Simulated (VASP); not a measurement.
# Ti (Im-3m) in VASP: further runs

Runs on Ti. Level: PBEsol. Tasks: single point.

All numbers are computed with VASP 6.6.1; they aren't measurements. Logs are shortened: lines on timing, memory, paths and dates and some standing lists are left out, and cuts for length are marked.

## Step 1: The cell of the first run

Symmetry: Im-3m, No. 229, cubic system. The conventional cell has a = 3.009 Å, b = 3.009 Å, c = 3.009 Å, α = 90.00°, β = 90.00°, γ = 90.00°. Within 3.4 Å of Ti (site symmetry m-3m) lie 14 Ti at 2.61 to 3.01 Å.

## Step 2: Single point, PBEsol

The input, INCAR:

```
PREC     = Accurate       # precision mode
ENCUT    = 520            # plane-wave cutoff, eV
EDIFF    = 1E-7           # SCF threshold, eV
ISMEAR   = -1             # smearing method
SIGMA    = 0.1            # smearing width, eV
LREAL    = False          # projectors in reciprocal space
LASPH    = True           # aspherical terms in the spheres
NELM     = 80             # most SCF steps
ALGO     = Normal         # electronic algorithm
ISIF     = 2              # what is computed and relaxed
LWAVE    = False          # write WAVECAR
LCHARG   = True           # write CHGCAR
GGA      = PS             # functional
LELF     = True           # ELF
LVHAR    = True         
NBANDS   = 12             # bands
```

The input, KPOINTS:

```
regular mesh
0
Gamma
  18 18 18
```

The input, POSCAR:

```
Ti
1.0
   -1.5046324014      1.5046324014      1.5046324014
    1.5046324014     -1.5046324014      1.5046324014
    1.5046324014      1.5046324014     -1.5046324014
Ti
1
Direct
    0.0000000000      0.0000000000      0.0000000000
```

Potentials or basis: VASP PAW PBE potentials, release 64 (Ti_sv).

Launch:

```
$ cat potpaw_PBE.64/Ti_sv/POTCAR > POTCAR
$ mpirun -np 1 vasp_std > vasp.out
```

OUTCAR:

```text
PREC = Accurate
   ENCUT = 520
   EDIFF = 1E-7
   ISMEAR = -1
   LREAL = False
   LASPH = True
   NELM = 80
   ISIF = 2
   GGA = PS

 ion  position               nearest neighbor table
   1  0.000  0.000  0.000-

  LATTYP: Found a body centered cubic cell.
 ALAT       =     3.0092648028

  Lattice vectors:

 A1 = (  -1.5046324014,   1.5046324014,   1.5046324014)
 A2 = (   1.5046324014,  -1.5046324014,   1.5046324014)
 A3 = (   1.5046324014,   1.5046324014,  -1.5046324014)

Analysis of symmetry for initial positions (statically):
=====================================================================
 Subroutine PRICEL returns:
 Original cell was already a primitive cell.

 Routine SETGRP: Setting up the symmetry group for a
 body centered cubic supercell.

 Subroutine GETGRP returns: Found 48 space group operations
 (whereof 48 operations were pure point group operations)
 out of a pool of 48 trial point group operations.

The static configuration has the point symmetry O_h .

Analysis of symmetry for dynamics (positions and initial velocities):
=====================================================================
 Subroutine PRICEL returns:
 Original cell was already a primitive cell.

 Routine SETGRP: Setting up the symmetry group for a
 body centered cubic supercell.

 Subroutine GETGRP returns: Found 48 space group operations
 (whereof 48 operations were pure point group operations)
 out of a pool of 48 trial point group operations.

The dynamic configuration has the point symmetry O_h .

 Subroutine INISYM returns: Found 48 space group operations
 (whereof 48 operations are pure point group operations),
 and found     1 'primitive' translations

----------------------------------------------------------------------------------------

                                     Primitive cell

  volume of cell :      13.6255

  direct lattice vectors                    reciprocal lattice vectors
    -1.504632401  1.504632401  1.504632401     0.000000000  0.332307080  0.332307080
     1.504632401 -1.504632401  1.504632401     0.332307080  0.000000000  0.332307080
     1.504632401  1.504632401 -1.504632401     0.332307080  0.332307080  0.000000000

  length of vectors
     2.606099766  2.606099766  2.606099766     0.469953180  0.469953180  0.469953180

  position of ions in fractional coordinates (direct lattice)
     0.000000000  0.000000000  0.000000000

  ion indices of the primitive-cell ions
   primitive index   ion index
                 1           1

----------------------------------------------------------------------------------------

 KPOINTS: regular mesh

Automatic generation of k-mesh.
 Grid dimensions read from file:
 generate k-points for:   18   18   18

 Generating k-lattice:

  Cartesian coordinates                     Fractional coordinates (reciprocal lattice)
     0.000000000  0.018461504  0.018461504     0.055555556  0.000000000  0.000000000
     0.018461504  0.000000000  0.018461504     0.000000000  0.055555556  0.000000000
     0.018461504  0.018461504  0.000000000     0.000000000  0.000000000  0.055555556

  Length of vectors
     0.026108510  0.026108510  0.026108510

  Shift w.r.t. Gamma in fractional coordinates (k-lattice)
     0.000000000  0.000000000  0.000000000

 Subroutine IBZKPT returns following result:
 ===========================================

 Found    195 irreducible k-points:

 Following reciprocal coordinates:
            Coordinates               Weight
  0.000000  0.000000  0.000000      1.000000
  0.055556  0.000000  0.000000     12.000000
  0.111111  0.000000  0.000000     12.000000
  0.166667  0.000000  0.000000     12.000000
  0.222222  0.000000  0.000000     12.000000
  0.277778  0.000000  0.000000     12.000000
[... 16 lines left out ...]
  0.333333  0.111111 -0.000000     48.000000
  0.388889  0.111111 -0.000000     48.000000
 [... further k-points ...]
   k-points           NKPTS =    195   k-points in BZ     NKDIM =    195   number of bands    NBANDS=     12
   number of dos      NEDOS =    301   number of ions     NIONS =      1
   total plane-waves  NPLWV =   8000
   dimension x,y,z NGX =    20 NGY =   20 NGZ =   20
   dimension x,y,z NGXF=    40 NGYF=   40 NGZF=   40
   ions per type =               1
   NGX,Y,Z   is equivalent  to a cutoff of  12.76, 12.76, 12.76 a.u.
   NGXF,Y,Z  is equivalent  to a cutoff of  25.52, 25.52, 25.52 a.u.
 SYSTEM =  unknown system
   PREC   = accura    normal or accurate (medium, high low for compatibility)
   ISTART =      0    job   : 0-new  1-cont  2-samecut
   ICHARG =      2    charge: 1-file 2-atom 10-const
   ISPIN  =      1    spin polarized calculation?
   LNONCOLLINEAR =      F non collinear calculations
   LSORBIT =      F    spin-orbit coupling
   LASPH  =      T    aspherical Exc in radial PAW
   ENCUT  =  520.0 eV  38.22 Ry    6.18 a.u.   4.85  4.85  4.85*2*pi/ulx,y,z
   NELM   =     80;   NELMIN=  2; NELMDL= -5     # of ELM steps
   EDIFF  = 0.1E-06   stopping-criterion for ELM
   LREAL  =      F    real-space projection
   EDIFFG = 0.1E-05   stopping-criterion for IOM
   NSW    =      0    number of steps for IOM
   IBRION =     -1    ionic relax: 0-MD 1-quasi-New 2-CG
   NFREE  =      0    steps in history (QN), initial steepest desc. (CG)
   ISIF   =      2    stress and relaxation
   ISYM   =      2    0-nonsym 1-usesym 2-fastsym
   POTIM  = 0.5000    time-step for ionic-motion
   TEBEG  =    0.0;   TEEND  =   0.0 temperature during run
   PSTRESS=    0.0 pullay stress
   NELECT =      12.0000    total number of electrons
   NUPDOWN=      -1.0000    fix difference up-down
   EMIN   =  10.00;   EMAX   =-10.00  energy-range for DOS
   EFERMI =   0.00;   METHOD = LEGACY
   ISMEAR =    -1;   SIGMA  =   0.10  broadening in eV -4-tet -1-fermi 0-gaus
   EFERMI_NEDOS =   21; number of points for ismear=-14 and -15
   IALGO  =     38    algorithm
   IMIX   =      4    mixing-type and parameters
     AMIX     =   0.40;   BMIX     =  1.00
     AMIX_MAG =   1.60;   BMIX_MAG =  1.00
  volume/ion in A,a.u.               =      13.63        91.95
  Fermi-wavevector in a.u.,A,eV,Ry     =   1.569224  2.965403 33.503840  2.462463
  Thomas-Fermi vector in A             =   2.671138
   LORBIT       =      0    0 simple, 1 ext, 2 COOP (PROOUT), +10 PAW based schemes
   GGA     = PS    functional components
   LHFCALC =     F    Hartree Fock is set to
   AEXX    =    0.0000 exact exchange contribution
   IVDW    =     0    specifies the selected vdW correction
   LEPSILON=     F    determine dielectric tensor
   LRPA    =     F    only Hartree local field effects (RPA)
 non-spin polarized calculation
  energy-cutoff  :      520.00
  volume of cell :       13.63
 maximum number of plane-waves:       382
   NGX =  9   NGY =  9   NGZ =  9

 number of electron      11.9999997 magnetization

 Free energy of the ion-electron system (eV)
  ---------------------------------------------------
  ext. energy  EPLUGINS =         0.00000000
  ---------------------------------------------------
  free energy    TOTEN  =        -8.03476682 eV

  energy without entropy =       -7.98152396  energy(sigma->0) =       -8.00814539

 E-fermi :  10.7197     XC(G=0): -12.8402

 val. band max:       10.7180256081   @ k =   0.1667   0.1111   0.0556
 cond. band min:      10.7206492770   @ k =   0.2778   0.2222   0.0556
 fundamental gap:      0.0026236689
 Fermi energy:        10.7197452589

 k-point     1 :       0.0000    0.0000    0.0000
  band No.  band energies     occupation
      1     -45.1815      2.00000
      2     -20.6967      2.00000
      3     -20.6967      2.00000
      4     -20.6967      2.00000
      5       4.3678      2.00000
      6      11.8888      0.00002
      7      11.8888      0.00002
      8      11.8888      0.00002
      9      14.2604      0.00000
     10      14.2604      0.00000
     11      29.9071      0.00000
     12      29.9071      0.00000

 k-point     2 :       0.0556    0.0000    0.0000
  band No.  band energies     occupation
      1     -45.1714      2.00000
      2     -20.7435      2.00000
      3     -20.7102      2.00000
      4     -20.6973      2.00000
      5       4.5033      2.00000
      6      11.8192      0.00003
      7      11.8706      0.00002
      8      11.9956      0.00001
      9      14.1724      0.00000
     10      14.2637      0.00000
     11      29.8757      0.00000
     12      29.9377      0.00000

 k-point     3 :       0.1111    0.0000    0.0000
  band No.  band energies     occupation
      1     -45.1421      2.00000
      2     -20.8769      2.00000
      3     -20.7489      2.00000
      4     -20.6988      2.00000
      5       4.8955      2.00000
      6      11.6242      0.00024
      7      11.7908      0.00004
      8      12.3099      0.00000
      9      13.9768      0.00000
     10      14.2768      0.00000
     11      29.6889      0.00000
     12      29.9413      0.00000

 k-point     4 :       0.1667    0.0000    0.0000
  band No.  band energies     occupation
      1     -45.0970      2.00000
      2     -21.0778      2.00000
      3     -20.8077      2.00000
      4     -20.7012      2.00000
      5       5.4991      2.00000
      6      11.3398      0.00405
      7      11.6031      0.00029
      8      12.8129      0.00000
      9      13.8274      0.00000
     10      14.3085      0.00000
     11      29.1562      0.00000
     12      29.6907      0.00000

 k-point     5 :       0.2222    0.0000    0.0000
  band No.  band energies     occupation
      1     -45.0412      2.00000
      2     -21.3190      2.00000
      3     -20.8791      2.00000
      4     -20.7042      2.00000
      5       6.2272      2.00000
      6      11.0116      0.10249
      7      11.3448      0.00385
      8      13.4720      0.00000
      9      13.8253      0.00000
     10      14.3669      0.00000
     11      28.1778      0.00000
     12      29.0465      0.00000
[... 228 lines left out ...]
      1     -44.9628      2.00000
      2     -21.6005      2.00000
      3     -20.9729      2.00000
      4     -20.7623      2.00000
      5       7.2610      2.00000
      6      10.6351      1.39979
      7      10.9086      0.26282
      8      13.7117      0.00000
      9      14.6118      0.00000
     10      14.7388      0.00000
     11      26.8792      0.00000
     12      27.8905      0.00000

 k-point    22 :       0.2778    0.1111    0.0000
  band No.  band energies     occupation
      1     -44.9091      2.00000
      2     -21.7960      2.00000
      3     -21.0580      2.00000
      4     -20.7680      2.00000
      5       7.7580      2.00000
      6      10.3739      1.93895
      7      10.9966      0.11807
      8      13.9044      0.00000
      9      14.7593      0.00000
     10      15.5374      0.00000
     11      25.3954      0.00000
     12      27.0838      0.00000

 k-point    23 :       0.3333    0.1111   -0.0000
  band No.  band energies     occupation
      1     -44.8650      2.00000
      2     -21.9522      2.00000
      3     -21.1279      2.00000
      4     -20.7722      2.00000
      5       7.9387      2.00000
      6      10.1841      1.99061
      7      11.4114      0.00198
      8      14.1027      0.00000
      9      14.8682      0.00000
     10      16.3286      0.00000
     11      23.9660      0.00000
     12      26.4186      0.00000

 k-point    24 :       0.3889    0.1111   -0.0000
  band No.  band energies     occupation
      1     -44.8360      2.00000
      2     -22.0529      2.00000
      3     -21.1737      2.00000
      4     -20.7749      2.00000
      5       7.9415      2.00000
      6      10.0657      1.99712
      7      11.8926      0.00002
      8      14.2099      0.00000
      9      15.0031      0.00000
     10      16.9346      0.00000
     11      22.8688      0.00000
     12      25.9780      0.00000

 [... further k-points ...]

------------------------ aborting loop because EDIFF is reached ----------------------------------------

  FORCE on cell =-STRESS in cart. coord.  units (eV):
  Direction    XX          YY          ZZ          XY          YZ          ZX
  --------------------------------------------------------------------------------------
  -------------------------------------------------------------------------------------
  Total        2.4939667      2.4939667      2.4939667     -0.0000000     -0.0000000      0.0000000
  in kB      293.2581004    293.2581004    293.2581004     -0.0000000     -0.0000000      0.0000000
  external PRESSURE =     293.2581004 kB  Pullay stress =       0.0000000 kB

 VOLUME and BASIS-vectors are now :
 -----------------------------------------------------------------------------
  energy-cutoff  :      520.00
  volume of cell :       13.63
      direct lattice vectors                 reciprocal lattice vectors
    -1.504632401  1.504632401  1.504632401     0.000000000  0.332307080  0.332307080
     1.504632401 -1.504632401  1.504632401     0.332307080  0.000000000  0.332307080
     1.504632401  1.504632401 -1.504632401     0.332307080  0.332307080  0.000000000

 POSITION                                       TOTAL-FORCE (eV/Angst)
 -----------------------------------------------------------------------------------
      0.00000      0.00000      0.00000         0.000000      0.000000      0.000000
 -----------------------------------------------------------------------------------
    total drift:                                0.000000     -0.000000      0.000000

  FREE ENERGIE OF THE ION-ELECTRON SYSTEM (eV)
  ---------------------------------------------------
  free  energy   TOTEN  =        -8.0347668152 eV

  energy  without entropy=       -7.9815239637  energy(sigma->0) =       -8.00814539
```

Wall time 63 s (1 thread of AMD EPYC 7R13, shared host); peak memory 0.12 GiB.

Results:

```
Free energy            : -8.0348 eV
Pressure               : 29.3 GPa
Band gap on the k mesh : zero (band 6 reaches 11.89 eV, above the bottom of band 7 at 9.95 eV)
```

Caveat: the PAW data sets were made with another functional, which shifts forces and pressure a little.

## Step 3: Single point, PBEsol

The input, INCAR:

```
SYSTEM = Ti
ALGO     = Normal         ! electronic algorithm
EDIFF    = 1E-7           ! SCF threshold, eV
ENCUT    = 520            ! plane-wave cutoff, eV
GGA      = PS             ! functional
ISIF     = 2              ! what is computed and relaxed
ISMEAR   = -1             ! smearing method
LASPH    = .True.         ! aspherical terms in the spheres
LCHARG   = .False.        ! write CHGCAR
LREAL    = .False.        ! projectors in reciprocal space
LWAVE    = .False.        ! write WAVECAR
NBANDS   = 12             ! bands
NELM     = 100            ! most SCF steps
PREC     = Accurate       ! precision mode
SIGMA    = 0.1            ! smearing width, eV
```

The input, KPOINTS:

```
k-points
0
Gamma
  18 18 18
  0 0 0
```

POSCAR is that of step 2.

Potentials or basis: VASP PAW PBE potentials, release 64 (Ti_sv).

Launch:

```
$ cat potpaw_PBE.64/Ti_sv/POTCAR > POTCAR
$ mpirun -np 1 vasp_std > vasp.out
```

Run time: 61 s. Hardware: 1 thread of AMD EPYC 7R13, shared host; peak memory 0.12 GiB.

The run converged. Its results:

* Free energy: -8.0348 eV
* Pressure: 29.3 GPa
* Band gap on the k mesh: zero (band 6 reaches 11.89 eV, above the bottom of band 7 at 9.95 eV)

Levels at points of the mesh, in eV from the Fermi level:
```tsv
k point	band 4	band 5	band 6	band 7	band 8	band 9
(0.00, 0.00, 0.00)	-31.42	-6.35	1.17	1.17	1.17	3.54
(0.50, 0.00, 0.00)	-31.44	-3.14	-0.74	2.18	3.60	4.07
(0.50, 0.50, 0.50)	-32.37	-3.09	-3.09	5.25	5.25	5.25
```

Caveat: the PAW data sets were made with another functional, which shifts forces and pressure a little.
